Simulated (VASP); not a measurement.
# H (Cmce) in VASP: further runs

H is run at these levels: PBEsol; tasks: single point.

Program: VASP 6.6.1. These are calculated values, not measurements. Logs are shortened: lines on timing, memory, paths and dates and some standing lists are left out, and cuts for length are marked.

**1. The cell of the first run**

It takes space group Cmce (No. 64, orthorhombic). Conventional cell: a = 5.090 Å, b = 4.980 Å, c = 4.266 Å, α = 90.00°, β = 90.00°, γ = 90.00°. H (site symmetry m) has 1 H at 0.75 Å within 1.0 Å.

**2. Single point, PBEsol (strain -0.030 along x and y, +0.030 along z)**

Contents of INCAR:

```
SYSTEM = H
ALGO = Normal
EDIFF = 1E-7
ENCUT = 520
GGA = PS
ISIF = 2
ISMEAR = 0
LASPH = .TRUE.
LCHARG = .FALSE.
LREAL = .FALSE.
LWAVE = .FALSE.
NBANDS = 10
NELM = 100
PREC = Accurate
SIGMA = 0.05
```

Contents of KPOINTS:

```
k-points
0
G
  6 6 6
  0 0 0
```

Contents of POSCAR:

```
H
1.0
    2.5447769385     -2.4898976723      0.0000000000
    2.5447769385      2.4898976723      0.0000000000
    0.0000000000      0.0000000000      4.2660725400
H
4
Direct
    0.9532956300      0.0467043700      0.0685088900
    0.4532956300      0.5467043700      0.4314911100
    0.5467043700      0.4532956300      0.5685088900
    0.0467043700      0.9532956300      0.9314911100
```

Potentials or basis: VASP PAW PBE potentials, release 64 (H).

The run is started by

```console
$ cat potpaw_PBE.64/H/POTCAR > POTCAR
$ mpirun -np 1 vasp_std > vasp.out
```

OUTCAR:

```text
SYSTEM = H
   EDIFF = 1E-7
   ENCUT = 520
   GGA = PS
   ISIF = 2
   ISMEAR = 0
   LASPH = .TRUE.
   LREAL = .FALSE.
   NELM = 100
   PREC = Accurate

 ion  position               nearest neighbor table
   1  0.953  0.047  0.069-   4 0.75
   2  0.453  0.547  0.431-   3 0.75
   3  0.547  0.453  0.569-   2 0.75
   4  0.047  0.953  0.931-   1 0.75

  LATTYP: Found a base centered orthorhombic cell.
 ALAT       =     4.9797953446
 B/A-ratio  =     1.0220407717
 C/A-ratio  =     0.8566762778

  Lattice vectors:

 A1 = (  -2.5447769385,  -2.4898976723,   0.0000000000)
 A2 = (   2.5447769385,  -2.4898976723,   0.0000000000)
 A3 = (   0.0000000000,   0.0000000000,   4.2660725400)

Analysis of symmetry for initial positions (statically):
=====================================================================
 Subroutine PRICEL returns:
 Original cell was already a primitive cell.

 Routine SETGRP: Setting up the symmetry group for a
 base centered orthorhombic supercell.

 Subroutine GETGRP returns: Found  8 space group operations
 (whereof  4 operations were pure point group operations)
 out of a pool of  8 trial point group operations.

The static configuration has the point symmetry C_2h.
 The point group associated with its full space group is D_2h.

Analysis of symmetry for dynamics (positions and initial velocities):
=====================================================================
 Subroutine PRICEL returns:
 Original cell was already a primitive cell.

 Routine SETGRP: Setting up the symmetry group for a
 base centered orthorhombic supercell.

 Subroutine GETGRP returns: Found  8 space group operations
 (whereof  4 operations were pure point group operations)
 out of a pool of  8 trial point group operations.

The dynamic configuration has the point symmetry C_2h.
 The point group associated with its full space group is D_2h.

 Subroutine INISYM returns: Found  8 space group operations
 (whereof  4 operations are pure point group operations),
 and found     1 'primitive' translations

----------------------------------------------------------------------------------------

[... 95 lines left out ...]
   NELM   =    100;   NELMIN=  2; NELMDL= -5     # of ELM steps
   EDIFF  = 0.1E-06   stopping-criterion for ELM
   LREAL  =      F    real-space projection
   EDIFFG = 0.1E-05   stopping-criterion for IOM
   NSW    =      0    number of steps for IOM
   IBRION =     -1    ionic relax: 0-MD 1-quasi-New 2-CG
   NFREE  =      0    steps in history (QN), initial steepest desc. (CG)
   ISIF   =      2    stress and relaxation
   ISYM   =      2    0-nonsym 1-usesym 2-fastsym
   POTIM  = 0.5000    time-step for ionic-motion
   TEBEG  =    0.0;   TEEND  =   0.0 temperature during run
   PSTRESS=    0.0 pullay stress
   NELECT =       4.0000    total number of electrons
   NUPDOWN=      -1.0000    fix difference up-down
   EMIN   =  10.00;   EMAX   =-10.00  energy-range for DOS
   EFERMI =   0.00;   METHOD = LEGACY
   ISMEAR =     0;   SIGMA  =   0.05  broadening in eV -4-tet -1-fermi 0-gaus
   EFERMI_NEDOS =   21; number of points for ismear=-14 and -15
   IALGO  =     38    algorithm
   IMIX   =      4    mixing-type and parameters
     AMIX     =   0.40;   BMIX     =  1.00
     AMIX_MAG =   1.60;   BMIX_MAG =  1.00
  volume/ion in A,a.u.               =      13.52        91.21
  Fermi-wavevector in a.u.,A,eV,Ry     =   0.687277  1.298765  6.426704  0.472349
  Thomas-Fermi vector in A             =   1.767745
   LORBIT       =      0    0 simple, 1 ext, 2 COOP (PROOUT), +10 PAW based schemes
   GGA     = PS    functional components
   LHFCALC =     F    Hartree Fock is set to
   AEXX    =    0.0000 exact exchange contribution
   IVDW    =     0    specifies the selected vdW correction
   LEPSILON=     F    determine dielectric tensor
   LRPA    =     F    only Hartree local field effects (RPA)
 non-spin polarized calculation
 Gauss-broadening in eV      SIGMA  =   0.05
  energy-cutoff  :      520.00
  volume of cell :       54.06
 maximum number of plane-waves:      1475
 NGX is ok and might be reduce to    28
   NGX = 13   NGY = 13   NGZ = 15

 number of electron       4.0000000 magnetization

 Free energy of the ion-electron system (eV)
  ---------------------------------------------------
  ext. energy  EPLUGINS =         0.00000000
  ---------------------------------------------------
  free energy    TOTEN  =       -13.05292135 eV

  energy without entropy =      -13.05292135  energy(sigma->0) =      -13.05292135

 E-fermi :  -8.0878     XC(G=0):  -4.9927

 val. band max:       -8.3496195675   @ k =   0.0000   0.0000   0.0000
 cond. band min:       0.7213457353   @ k =   0.5000  -0.0000   0.5000
 fundamental gap:      9.0709653028
 Fermi energy:        -8.0877907762

 k-point     1 :       0.0000    0.0000    0.0000
  band No.  band energies     occupation
      1     -10.2451      2.00000
      2      -8.3496      2.00000
      3       2.4139      0.00000
      4       4.4345      0.00000
      5       5.1293      0.00000
      6       6.9718      0.00000
      7       7.2862      0.00000
      8       9.0325      0.00000
      9      10.7146      0.00000
     10      11.6137      0.00000
[... 287 lines left out ...]
 k-point    24 :       0.5000    0.3333    0.1667
  band No.  band energies     occupation
      1      -8.9185      2.00000
      2      -8.7939      2.00000
      3       1.5842      0.00000
      4       2.4438      0.00000
      5       4.1519      0.00000
      6       5.5288      0.00000
      7       7.5391      0.00000
      8       8.8955      0.00000
      9       9.2500      0.00000
     10       9.4927      0.00000

 [... further k-points ...]
[... 5 lines left out ...]
  --------------------------------------------------------------------------------------
  -------------------------------------------------------------------------------------
  Total       -0.0419901      0.1847125      0.3470687      0.0000000      0.0000000      0.0000000
  in kB       -1.2444230      5.4741595     10.2857632      0.0000000      0.0000000      0.0000000
  external PRESSURE =       4.8384999 kB  Pullay stress =       0.0000000 kB

 VOLUME and BASIS-vectors are now :
 -----------------------------------------------------------------------------
  energy-cutoff  :      520.00
  volume of cell :       54.06
      direct lattice vectors                 reciprocal lattice vectors
     2.544776939 -2.489897672  0.000000000     0.196480875 -0.200811465  0.000000000
     2.544776939  2.489897672  0.000000000     0.196480875  0.200811465  0.000000000
     0.000000000  0.000000000  4.266072540     0.000000000  0.000000000  0.234407641

 POSITION                                       TOTAL-FORCE (eV/Angst)
 -----------------------------------------------------------------------------------
      2.54478     -2.25732      0.29226         0.000000      0.268719      0.336426
      2.54478      0.23258      1.84077         0.000000      0.268719     -0.336426
      2.54478     -0.23258      2.42530         0.000000     -0.268719      0.336426
      2.54478      2.25732      3.97381         0.000000     -0.268719     -0.336426
 -----------------------------------------------------------------------------------
    total drift:                                0.000000     -0.000000     -0.000000

  FREE ENERGIE OF THE ION-ELECTRON SYSTEM (eV)
  ---------------------------------------------------
  free  energy   TOTEN  =       -13.0529213546 eV

  energy  without entropy=      -13.0529213546  energy(sigma->0) =      -13.05292135
```

It took 9.4 s on 1 thread of Intel Xeon 6975P-C (Granite Rapids), shared host; peak memory 0.16 GiB.

What came out:

* Free energy: -13.0529 eV
* Pressure: 0.5 GPa
* Largest force: 0.431 eV/Å
* Band gap on the k mesh: 9.07 eV, indirect (least direct gap 9.71 eV)

Forces on the atoms (eV/Å):
```
H    0.000  0.269  0.336
H    0.000  0.269 -0.336
H    0.000 -0.269  0.336
H    0.000 -0.269 -0.336
```

Caveat: the cell differs from its parent crystal (strain -0.030 along x and y, +0.030 along z); the PAW data sets were made with another functional, which shifts forces and pressure a little. A k mesh can miss the band edges.

**3. Single point, PBEsol (strain +0.000 along x and y, -0.030 along z)**

Contents of INCAR:

```
SYSTEM = H
ALGO = Normal
EDIFF = 1E-7
ENCUT = 520
GGA = PS
ISIF = 2
ISMEAR = 0
LASPH = .True.
LCHARG = .False.
LREAL = .False.
LWAVE = .False.
NBANDS = 10
NELM = 100
PREC = Accurate
SIGMA = 0.05
```

Contents of KPOINTS:

```
k-points
0
Gamma
  6 6 6
  0 0 0
```

Contents of POSCAR:

```
H
1.0
    2.6234813799     -2.5669048168      0.0000000000
    2.6234813799      2.5669048168      0.0000000000
    0.0000000000      0.0000000000      4.0175634600
H
4
Direct
    0.9532956300      0.0467043700      0.0685088900
    0.4532956300      0.5467043700      0.4314911100
    0.5467043700      0.4532956300      0.5685088900
    0.0467043700      0.9532956300      0.9314911100
```

Potentials or basis: VASP PAW PBE potentials, release 64 (H).

The run is started by

```console
$ cat potpaw_PBE.64/H/POTCAR > POTCAR
$ mpirun -np 1 vasp_std > vasp.out
```

Run time: 8.5 s. Hardware: 1 thread of Intel Xeon 6975P-C (Granite Rapids), shared host; peak memory 0.16 GiB.

Results (log left out):

```
Free energy            : -13.0269 eV
Pressure               : 1.4 GPa
Largest force          : 1.068 eV/Å
Band gap on the k mesh : 9.22 eV, indirect (least direct gap 9.88 eV)
```

Forces on the atoms (eV/Å):
```
H    0.000  0.701  0.806
H    0.000  0.701 -0.806
H    0.000 -0.701  0.806
H    0.000 -0.701 -0.806
```

Stress tensor (GPa, compression positive):
```
-0.11  0.00  0.00
 0.00  1.80  0.00
 0.00  0.00  2.50
```

Levels at points of the mesh, in eV from the valence-band top:
```tsv
k point	band 1	band 2	band 3	band 4	band 5	band 6
(0.00, 0.00, 0.00)	-1.90	0.00	11.73	12.75	13.07	15.11
(0.50, 0.00, 0.00)	-0.82	-0.82	10.86	10.86	14.19	14.19
(0.50, 0.50, 0.00)	-0.66	-0.47	9.46	10.27	14.51	15.59
(0.00, 0.00, 0.50)	-0.93	-0.93	10.51	10.51	15.66	15.66
(0.50, 0.00, 0.50)	-0.65	-0.65	9.22	9.22	15.99	15.99
(0.50, 0.50, 0.50)	-0.44	-0.44	11.01	11.01	12.57	12.57
```

Caveat: the cell differs from its parent crystal (strain +0.000 along x and y, -0.030 along z); the PAW data sets were made with another functional, which shifts forces and pressure a little. A k mesh can miss the band edges.
